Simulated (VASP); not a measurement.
# MnO2 (P6_3/mmc) in VASP: a series of runs

MnO2 is run at these levels: PBE+D3(BJ); tasks: single point, relaxation of shape and atoms at fixed volume.

Program: VASP 6.6.1. These are calculated values, not measurements. Logs are shortened: lines on timing, memory, paths and dates and some standing lists are left out, and cuts for length are marked.

### Step 1. The cell of the first run

It takes space group P6_3/mmc (No. 194, hexagonal). The conventional cell has a = 2.824 Å, b = 2.824 Å, c = 9.013 Å, α = 90.00°, β = 90.00°, γ = 120.00°. Within 2.5 Å of Mn (site symmetry -3m) lie 6 O at 1.89 Å. O (site symmetry 3m) has 3 Mn at 1.89 Å and 4 O at 2.52 to 2.58 Å within 2.6 Å.

### Step 2. Single point, PBE+D3(BJ), collinear spin, ferromagnetic start (10.38 Å³/atom)

Contents of INCAR:

```
SYSTEM = MnO2
ALGO = Normal ; EDIFF = 1E-7
ENCUT = 520 ; GGA = PE
ISIF = 2 ; ISMEAR = 0
ISPIN = 2 ; IVDW = 12
LASPH = .True. ; LCHARG = .True.
LELF = .True. ; LMAXMIX = 4
LORBIT = 11 ; LREAL = .False.
LVHAR = .True. ; LWAVE = .False.
MAGMOM = 2.75 2.75 0 0 0 0 ; NBANDS = 38
NELM = 150 ; PREC = Accurate
SIGMA = 0.02
```

Contents of KPOINTS:

```
k-points
0
Gamma
  12 12 4
  0 0 0
```

Contents of POSCAR:

```
MnO2
1.0
    2.8244390613      0.0000000000      0.0000000000
   -1.4122195306      2.4460359785      0.0000000000
    0.0000000000      0.0000000000      9.0132639696
Mn O
2 4
Direct
    0.0000000000      0.0000000000      0.0000000000
    0.0000000000      0.0000000000      0.5000000000
    0.3333333333      0.6666666667      0.8931913096
    0.3333333333      0.6666666667      0.6068086904
    0.6666666667      0.3333333333      0.1068086904
    0.6666666667      0.3333333333      0.3931913096
```

Potentials or basis: VASP PAW PBE potentials, release 64 (Mn_pv, O).

Run with:

```sh
$ cat potpaw_PBE.64/Mn_pv/POTCAR potpaw_PBE.64/O/POTCAR > POTCAR
$ mpirun -np 1 vasp_std > vasp.out
```

OUTCAR:

```text
SYSTEM = MnO2
   EDIFF = 1E-7
   ENCUT = 520
   GGA = PE
   ISIF = 2
   ISMEAR = 0
   ISPIN = 2
   IVDW = 12
   LASPH = .True.
   LORBIT = 11
   LREAL = .False.
   NELM = 150
   PREC = Accurate
 IVDW          = 12

 ion  position               nearest neighbor table
   1  0.000  0.000  0.000-   3 1.89   5 1.89   3 1.89   5 1.89   5 1.89   3 1.89
   2  0.000  0.000  0.500-   4 1.89   6 1.89   4 1.89   6 1.89   6 1.89   4 1.89
   3  0.333  0.667  0.893-   1 1.89   1 1.89   1 1.89
   4  0.333  0.667  0.607-   2 1.89   2 1.89   2 1.89
   5  0.667  0.333  0.107-   1 1.89   1 1.89   1 1.89
   6  0.667  0.333  0.393-   2 1.89   2 1.89   2 1.89

  LATTYP: Found a hexagonal cell.
 ALAT       =     2.8244390613
 C/A-ratio  =     3.1911695646

  Lattice vectors:

 A1 = (   2.8244390613,   0.0000000000,   0.0000000000)
 A2 = (  -1.4122195306,   2.4460359785,   0.0000000000)
 A3 = (   0.0000000000,   0.0000000000,   9.0132639696)

Analysis of symmetry for initial positions (statically):
=====================================================================
 Subroutine PRICEL returns:
 Original cell was already a primitive cell.

 Routine SETGRP: Setting up the symmetry group for a
 hexagonal supercell.

 Subroutine GETGRP returns: Found 24 space group operations
 (whereof 12 operations were pure point group operations)
 out of a pool of 24 trial point group operations.

The static configuration has the point symmetry D_3d.
 The point group associated with its full space group is D_6h.

Analysis of symmetry for dynamics (positions and initial velocities):
=====================================================================
 Subroutine PRICEL returns:
 Original cell was already a primitive cell.

 Routine SETGRP: Setting up the symmetry group for a
 hexagonal supercell.

 Subroutine GETGRP returns: Found 24 space group operations
 (whereof 12 operations were pure point group operations)
 out of a pool of 24 trial point group operations.

The dynamic configuration has the point symmetry D_3d.
 The point group associated with its full space group is D_6h.

Analysis of structural, dynamic, and magnetic symmetry:
=====================================================================
 Subroutine PRICEL returns:
 Original cell was already a primitive cell.

 Routine SETGRP: Setting up the symmetry group for a
 hexagonal supercell.

 Subroutine GETGRP returns: Found 24 space group operations
 (whereof 12 operations were pure point group operations)
 out of a pool of 24 trial point group operations.

The overall configuration has the point symmetry D_3d.
 The point group associated with its full space group is D_6h.

 Subroutine INISYM returns: Found 24 space group operations
 (whereof 12 operations are pure point group operations),
 and found     1 'primitive' translations

----------------------------------------------------------------------------------------

                                     Primitive cell

  volume of cell :      62.2698

  direct lattice vectors                    reciprocal lattice vectors
     2.824439061  0.000000000  0.000000000     0.354052602  0.204412365  0.000000000
    -1.412219531  2.446035978  0.000000000     0.000000000  0.408824731  0.000000000
     0.000000000  0.000000000  9.013263970     0.000000000  0.000000000  0.110947599

  length of vectors
     2.824439061  2.824439061  9.013263970     0.408824731  0.408824731  0.110947599

  position of ions in fractional coordinates (direct lattice)
     0.000000000  0.000000000  0.000000000
     0.000000000  0.000000000  0.500000000
     0.333333333  0.666666667  0.893191310
     0.333333333  0.666666667  0.606808690
     0.666666667  0.333333333  0.106808690
     0.666666667  0.333333333  0.393191310

  ion indices of the primitive-cell ions
   primitive index   ion index
                 1           1
                 2           2
                 3           3
                 4           4
                 5           5
                 6           6

----------------------------------------------------------------------------------------

 KPOINTS: k-points

[... 47 lines left out ...]
  0.333333  0.000000  0.250000     12.000000
 [... further k-points ...]
   k-points           NKPTS =     57   k-points in BZ     NKDIM =     57   number of bands    NBANDS=     38
   number of dos      NEDOS =    301   number of ions     NIONS =      6
   total plane-waves  NPLWV =  40320
   dimension x,y,z NGX =    24 NGY =   24 NGZ =   70
   dimension x,y,z NGXF=    48 NGYF=   48 NGZF=  140
   ions per type =               2   4
   NGX,Y,Z   is equivalent  to a cutoff of  14.13, 14.13, 12.91 a.u.
   NGXF,Y,Z  is equivalent  to a cutoff of  28.25, 28.25, 25.82 a.u.
 SYSTEM =  MnO2
   PREC   = accura    normal or accurate (medium, high low for compatibility)
   ISTART =      0    job   : 0-new  1-cont  2-samecut
   ICHARG =      2    charge: 1-file 2-atom 10-const
   ISPIN  =      2    spin polarized calculation?
   LNONCOLLINEAR =      F non collinear calculations
   LSORBIT =      F    spin-orbit coupling
   LASPH  =      T    aspherical Exc in radial PAW
   ENCUT  =  520.0 eV  38.22 Ry    6.18 a.u.   5.25  5.25 16.76*2*pi/ulx,y,z
   NELM   =    150;   NELMIN=  2; NELMDL= -5     # of ELM steps
   EDIFF  = 0.1E-06   stopping-criterion for ELM
   LREAL  =      F    real-space projection
   EDIFFG = 0.1E-05   stopping-criterion for IOM
   NSW    =      0    number of steps for IOM
   IBRION =     -1    ionic relax: 0-MD 1-quasi-New 2-CG
   NFREE  =      0    steps in history (QN), initial steepest desc. (CG)
   ISIF   =      2    stress and relaxation
   ISYM   =      2    0-nonsym 1-usesym 2-fastsym
   POTIM  = 0.5000    time-step for ionic-motion
   TEBEG  =    0.0;   TEEND  =   0.0 temperature during run
   PSTRESS=    0.0 pullay stress
   NELECT =      50.0000    total number of electrons
   NUPDOWN=      -1.0000    fix difference up-down
   EMIN   =  10.00;   EMAX   =-10.00  energy-range for DOS
   EFERMI =   0.00;   METHOD = LEGACY
   ISMEAR =     0;   SIGMA  =   0.02  broadening in eV -4-tet -1-fermi 0-gaus
   EFERMI_NEDOS =   21; number of points for ismear=-14 and -15
   IALGO  =     38    algorithm
   IMIX   =      4    mixing-type and parameters
     AMIX     =   0.40;   BMIX     =  1.00
     AMIX_MAG =   1.60;   BMIX_MAG =  1.00
  volume/ion in A,a.u.               =      10.38        70.04
  Fermi-wavevector in a.u.,A,eV,Ry     =   1.521619  2.875442 31.501881  2.315323
  Thomas-Fermi vector in A             =   2.630309
   LORBIT       =     11    0 simple, 1 ext, 2 COOP (PROOUT), +10 PAW based schemes
   GGA     = PE    functional components
   LHFCALC =     F    Hartree Fock is set to
   AEXX    =    0.0000 exact exchange contribution
   IVDW    =    12    specifies the selected vdW correction
   LEPSILON=     F    determine dielectric tensor
   LRPA    =     F    only Hartree local field effects (RPA)
 spin polarized calculation
 Gauss-broadening in eV      SIGMA  =   0.02
  energy-cutoff  :      520.00
  volume of cell :       62.27
 maximum number of plane-waves:      1692
 NGX is ok and might be reduce to    24
   NGX = 11   NGY = 11   NGZ = 33

 number of electron      49.9999993 magnetization       5.9995039

 Free energy of the ion-electron system (eV)
  ---------------------------------------------------
  ext. energy  EPLUGINS =         0.00000000
  ---------------------------------------------------
  free energy    TOTEN  =       -47.36966962 eV

  energy without entropy =      -47.36966962  energy(sigma->0) =      -47.36966962

 E-fermi :   4.1883     XC(G=0): -11.0582

 val. band max:        3.9269045177   @ k =   0.0833   0.0833   0.0000
 cond. band min:       4.5522779590   @ k =   0.0000   0.0000   0.0000
 fundamental gap:      0.6253734413
 Fermi energy:         4.1882714377

 spin component 1

 k-point     1 :       0.0000    0.0000    0.0000
  band No.  band energies     occupation
      1     -46.5404      1.00000
      2     -46.5402      1.00000
      3     -46.5366      1.00000
      4     -46.5366      1.00000
      5     -46.5365      1.00000
      6     -46.5365      1.00000
[... 949 lines left out ...]
     36      17.2819      0.00000
     37      18.4562      0.00000

 [... further k-points ...]

 spin component 2

 k-point     1 :       0.0000    0.0000    0.0000
  band No.  band energies     occupation
      1     -43.5019      1.00000
      2     -43.5019      1.00000
      3     -43.5019      1.00000
      4     -43.5019      1.00000
      5     -43.3647      1.00000
      6     -43.3645      1.00000
[... 949 lines left out ...]
     36      17.7240      0.00000
     37      19.0976      0.00000

 [... further k-points ...]

 [bands above 37 left out]

------------------------ aborting loop because EDIFF is reached ----------------------------------------

 Edisp (eV)   -0.84402

 E8    (eV) :    -0.2989

  FORCE on cell =-STRESS in cart. coord.  units (eV):
  Direction    XX          YY          ZZ          XY          YZ          ZX
  --------------------------------------------------------------------------------------
  -------------------------------------------------------------------------------------
  Total       3.52238     3.52238     3.22707     0.00000    -0.00000     0.00000
  in kB      90.62949    90.62949    83.03139     0.00000    -0.00000     0.00000
  external pressure =       88.10 kB  Pullay stress =        0.00 kB

 VOLUME and BASIS-vectors are now :
 -----------------------------------------------------------------------------
  energy-cutoff  :      520.00
  volume of cell :       62.27
      direct lattice vectors                 reciprocal lattice vectors
     2.824439061  0.000000000  0.000000000     0.354052602  0.204412365  0.000000000
    -1.412219531  2.446035978  0.000000000     0.000000000  0.408824731  0.000000000
     0.000000000  0.000000000  9.013263970     0.000000000  0.000000000  0.110947599

 POSITION                                       TOTAL-FORCE (eV/Angst)
 -----------------------------------------------------------------------------------
      0.00000      0.00000      0.00000        -0.000000      0.000000      0.000000
      0.00000      0.00000      4.50663        -0.000000      0.000000      0.000000
     -0.00000      1.63069      8.05057         0.000000     -0.000000     -0.105575
     -0.00000      1.63069      5.46933         0.000000     -0.000000      0.105575
      1.41222      0.81535      0.96269         0.000000      0.000000      0.105575
      1.41222      0.81535      3.54394         0.000000      0.000000     -0.105575
 -----------------------------------------------------------------------------------
    total drift:                               -0.000000      0.000000      0.000000

  FREE ENERGIE OF THE ION-ELECTRON SYSTEM (eV)
  ---------------------------------------------------
  free  energy   TOTEN  =       -48.2136931122 eV

  energy  without entropy=      -48.2136931122  energy(sigma->0) =      -48.21369311

 total charge

# of ion       s       p       d       tot
------------------------------------------
    1        0.363   6.484   4.952  11.799
    2        0.363   6.484   4.952  11.799
    3        1.585   3.423   0.000   5.008
    4        1.585   3.423   0.000   5.008
    5        1.585   3.423   0.000   5.008
    6        1.585   3.423   0.000   5.008
--------------------------------------------------
tot          7.066  26.659   9.904  43.630

 magnetization (x)

# of ion       s       p       d       tot
------------------------------------------
    1        0.030   0.039   2.737   2.806
    2        0.030   0.039   2.737   2.806
    3        0.004   0.055   0.000   0.059
    4        0.004   0.055   0.000   0.059
    5        0.004   0.055   0.000   0.059
    6        0.004   0.055   0.000   0.059
--------------------------------------------------
tot          0.078   0.297   5.474   5.849
```

Run time: 2 min. Hardware: 1 thread of Intel Xeon 6975P-C (Granite Rapids), shared host; peak memory 0.34 GiB.

Results:

```
Free energy                                           : -48.2137 eV
Pressure                                              : 8.8 GPa
Largest force                                         : 0.106 eV/Å
Band gap on the k mesh                                : 0.63 eV (least direct gap 0.67 eV)
Net moment                                            : 6.00 μB per cell
Site moments                                          : Mn +2.81; O +0.06 μB
Valence electrons inside the program's atomic spheres : Mn 11.80; O 5.01
Dispersion energy per atom                            : -0.141 eV
```

Forces in eV/Å, atoms in the order of the input:
```
Mn   0.000  0.000  0.000
Mn   0.000  0.000  0.000
O    0.000  0.000 -0.106
O    0.000  0.000  0.106
O    0.000  0.000  0.106
O    0.000  0.000 -0.106
```

Stress tensor (GPa, compression positive):
```
9.06 0.00 0.00
0.00 9.06 0.00
0.00 0.00 8.30
```

Caveat: the cell stands under pressure; only a ferromagnetic start was run, and an antiferromagnetic order may lie lower in energy.

[end of part 1 of 2]
